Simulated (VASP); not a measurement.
Write the native input for VASP 6.6.1 that does the following.

* Task: single point
* Functional: LDA
* Potentials or basis: VASP PAW LDA potentials, release 64 (La, P)
* Cutoff: 500 eV
* k mesh: 6 × 6 × 6
* Occupations: gaussian, width 0.1 eV
* Spin: no spin polarisation
* Dipole correction: no
* Further INCAR settings: ALGO = Normal; EDIFF = 1e-06; NBANDS = 15

The structure of LaP (lda) lies in POSCAR:

```
LaP
1.0
    3.6371784700      0.0000000000      0.0000000000
    0.0000000000      3.6371784700      0.0000000000
    0.0000000000      0.0000000000      3.6371784700
La P
1 1
Direct
    0.0000000000      0.0000000000      0.0000000000
    0.5000000000      0.5000000000      0.5000000000
```

These files were run (other wordings do the same):

INCAR

```
SYSTEM = LaP
PREC = Accurate
ENCUT = 500
EDIFF = 1E-6
ISMEAR = 0
SIGMA = 0.1
LREAL = .False.
LASPH = .True.
NELM = 200
ALGO = Normal
ISIF = 2
LWAVE = .False.
LCHARG = .False.
GGA = CA
NBANDS = 15
GGA_COMPAT = .False.
LMAXMIX = 6
```

KPOINTS

```
regular mesh
0
Gamma
  6 6 6
  0 0 0
```

Potentials or basis: VASP PAW LDA potentials, release 64 (La, P).

Run with:

```bash
$ cat potpaw_LDA.64/La/POTCAR potpaw_LDA.64/P/POTCAR > POTCAR
$ mpirun -np 1 vasp_std > vasp.out
```

It gave:

```json
{
  "Pressure": "-4.8 GPa",
  "Band gap on the k mesh": "zero (band 8 reaches 8.53 eV, above the bottom of band 9 at 8.18 eV)"
}
```

Caveat: spin-orbit coupling is left out, which moves the levels of the heavy elements.

It took 23 s on 1 thread of Intel Xeon 8259CL, with other jobs on the host, peak memory 0.16 GiB.
